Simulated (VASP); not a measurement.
Input of a VASP 6.6.1 run:

INCAR

```
SYSTEM = ZrS
PREC = Accurate ; ENCUT = 520
EDIFF = 1E-7 ; ISMEAR = 0
SIGMA = 0.05 ; LREAL = .False.
LASPH = .True. ; NELM = 150
ALGO = Normal ; ISIF = 2
LWAVE = .False. ; LCHARG = .True.
ISPIN = 2 ; MAGMOM = 1.2 1.2 0.4 0.4
LORBIT = 11 ; LMAXMIX = 4
GGA = PE ; LELF = .True.
LVHAR = .True. ; NBANDS = 30
```

The input KPOINTS:

```
Automatic mesh
0
Gamma
  1 1 1
  0 0 0
```

File POSCAR:

```
ZrS
1.0
   11.1000000000      0.0000000000      0.0000000000
    0.0000000000     11.4000000000      0.0000000000
    0.0000000000      0.0000000000      9.1000000000
Zr S
2 2
Direct
    0.4258345748      0.4317318818      0.4369536954
    0.5851442638      0.5895693284      0.4565215475
    0.6227818020      0.3913707935      0.5358177027
    0.3842472509      0.6185523897      0.5496537159
```

Potentials or basis: VASP PAW PBE potentials, release 64 (Zr_sv, S).

Run with:

```bash
$ cat potpaw_PBE.64/Zr_sv/POTCAR potpaw_PBE.64/S/POTCAR > POTCAR
$ mpirun -np 1 vasp_gam > vasp.out
```

Task: Predict the largest force.

Result: 0.034 eV/Å.

Task: What does it give for the net moment?

Result: 0.00 μB per cell.

Forces on the atoms (eV/Å):
```
Zr  -0.022 -0.020 -0.004
Zr   0.024  0.022  0.010
S   -0.002  0.001 -0.002
S    0.000 -0.003 -0.003
```
